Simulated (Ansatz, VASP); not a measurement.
**Two plane-wave programs on CdS**

The input POSCAR:

```
CdS
1.0
    4.1500000000      0.0000000000      0.0000000000
   -2.0750000000      3.5940054257      0.0000000000
    0.0000000000      0.0000000000      6.7370000000
Cd S
2 2
Direct
    0.6666666667      0.3333333333      0.5000000000
    0.3333333333      0.6666666667      0.0000000000
    0.6666666667      0.3333333333      0.8750000000
    0.3333333333      0.6666666667      0.3750000000
```

The input INCAR.step1:

```
SYSTEM = CdS
PREC = Accurate
ENCUT = 520
EDIFF = 1E-5
ISMEAR = -1
SIGMA = 0.05
LREAL = .False.
LASPH = .True.
NELM = 80
ALGO = Normal
ISIF = 2
LWAVE = .True.
LCHARG = .False.
NBANDS = 26
GGA = PE
```

Contents of INCAR.step2:

```
SYSTEM = CdS
PREC = Accurate
ENCUT = 520
EDIFF = 1E-6
ISMEAR = -1
SIGMA = 0.05
LREAL = .False.
LASPH = .True.
NELM = 80
ALGO = Normal
ISIF = 2
LWAVE = .False.
LCHARG = .False.
GGA = PS
LHFCALC = .True.
AEXX = 0.25
HFSCREEN = 0.207
PRECFOCK = Normal
NBANDS = 26
ISTART = 1
```

File KPOINTS:

```
regular mesh
0
Gamma
  4 4 3
  0 0 0
```

input.yaml

```yaml
crystal:
  lattice:
    - [4.15, 0.0, 0.0]
    - [-2.075, 3.5940054257, 0.0]
    - [0.0, 0.0, 6.737]
  atoms:
    - { symbol: Cd, position: [0.6666666667, 0.3333333333, 0.5] }
    - { symbol: Cd, position: [0.3333333333, 0.6666666667, 0.0] }
    - { symbol: S, position: [0.6666666667, 0.3333333333, 0.875] }
    - { symbol: S, position: [0.3333333333, 0.6666666667, 0.375] }
hamiltonian:
  xc:
    exchange: hjs_pbesol
    correlation: pbesol
    exx: { coeff: 0.25, omega: 0.207 }
  pseudopotentials: { kind: paw }
kpoints:
  mp_grid: { grid: [4, 4, 3] }
  band_path:
    path:
      - [[0.0, 0.0, 0.0], [0.5, 0.0, 0.0], [0.3333333333, 0.3333333333, 0.0], [0.0, 0.0, 0.0], [0.0, 0.0, 0.5], [0.5, 0.0, 0.5], [0.3333333333, 0.3333333333, 0.5], [0.0, 0.0, 0.5]]
      - [[0.5, 0.0, 0.5], [0.5, 0.0, 0.0]]
      - [[0.3333333333, 0.3333333333, 0.0], [0.3333333333, 0.3333333333, 0.5]]
    npoints: 4
scf:
  occupations: { method: fermi_dirac, width: 0.05 }
  n_extra_bands: 10
output:
  forces: true
  stress: true
  eigenvalues: true
  fatbands: false
  write_density: true
  write_potential: true
  elf: true
  volumetric_format: npy
```

Alike in both runs: functional PBEsol-based screened hybrid; k mesh 4 × 4 × 3; occupations fermi-dirac, width 0.05 eV; no spin polarisation.

|  | VASP | Ansatz |
| --- | --- | --- |
| version | VASP 6.6.1 | Ansatz 0.2.0 |
| potentials or method | VASP PAW PBE potentials, release 64 (Cd, S) | Ansatz PAW |
| plane-wave cutoff (eV) | 520 | 420 |
| valence electrons in the cell | 36 | 52 |
| task | single point | band structure |

Ansatz gave:

```
gap on the k mesh at the Fermi level (eV)                     : 2.08
least direct gap on the mesh (eV)                             : 2.08
pressure (GPa)                                                : -1.2
traceless stress, the component that is largest in VASP (GPa) : 0.24
rms of the force components (eV/Å)                            : 0.035
```

Which values does VASP return?

gap on the k mesh at the Fermi level (eV): 2.08; least direct gap on the mesh (eV): 2.08; pressure (GPa): -0.9; traceless stress, the component that is largest in VASP (GPa): 0.25; rms of the force components (eV/Å): 0.035.

VASP's potentials were made for PBE, not for PBEsol-based screened hybrid. Atom by atom the forces differ by 0.001 eV/Å (rms over components). The functional is the same, so the differences come from potentials, cutoffs and numerics. VASP's potentials hold 36 valence electrons a cell and Ansatz's 52, so a difference there can come from the potentials and not from the codes.

The k mesh is coarse, so the values compare programs but aren't converged.
